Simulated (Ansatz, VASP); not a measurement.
**AgCl in VASP and in Ansatz**

File INCAR:

```
SYSTEM = AgCl
PREC = Accurate ; ENCUT = 520
EDIFF = 1E-8 ; ISMEAR = -1
SIGMA = 0.02 ; LREAL = .False.
LASPH = .True. ; NELM = 60
ALGO = Normal ; ISIF = 2
LWAVE = .False. ; LCHARG = .False.
LEFG = .True. ; NBANDS = 16
```

The input KPOINTS:

```
Automatic mesh
0
Gamma
  8 8 8
  0 0 0
```

Contents of POSCAR:

```
AgCl
1.0
    0.0000000000      2.7165392174      2.7165392174
    2.7165392174      0.0000000000      2.7165392174
    2.7165392174      2.7165392174      0.0000000000
Ag Cl
1 1
Direct
    0.5000000000      0.5000000000      0.5000000000
    0.0000000000      0.0000000000      0.0000000000
```

Input for Ansatz:

```yaml
crystal:
  lattice:
    - [0.0, 2.7165392174, 2.7165392174]
    - [2.7165392174, 0.0, 2.7165392174]
    - [2.7165392174, 2.7165392174, 0.0]
  atoms:
    - { symbol: Ag, position: [0.5, 0.5, 0.5] }
    - { symbol: Cl, position: [0.0, 0.0, 0.0] }
kpoints:
  mp_grid: { grid: [8, 8, 8] }
scf:
  occupations: { method: fermi_dirac, width: 0.02 }
hamiltonian:
  xc: lda
  pseudopotentials: { kind: paw }
output:
  forces: true
  stress: true
  eigenvalues: true
  efg: { contact_densities: true }
  write_density: true
  write_potential: true
  elf: true
  volumetric_format: npy
```

Change from the starting cell: volume scaled by 0.94, PAW files.

Alike in both runs: task electric field gradients; functional LDA; k mesh 8 × 8 × 8; occupations fermi-dirac, width 0.02 eV; no spin polarisation.

|  | VASP | Ansatz |
| --- | --- | --- |
| version | VASP 6.6.1 | Ansatz 0.2.0 |
| potentials or method | VASP PAW LDA potentials, release 64 (Ag, Cl) | PAW with Ansatz's default frozen-core files, scalar-relativistic |
| plane-wave cutoff (eV) | 520 | 420 |
| valence electrons in the cell | 18 | 26 |

```csv
,VASP,Ansatz,Ansatz less VASP
pressure (GPa),-2.7,-2.7,-0.01
```

LDA's correlation is that of Perdew and Zunger in VASP and of Perdew and Wang (1992) in Ansatz. VASP's potentials hold 18 valence electrons a cell and Ansatz's 26, so a difference there can come from the potentials and not from the codes.
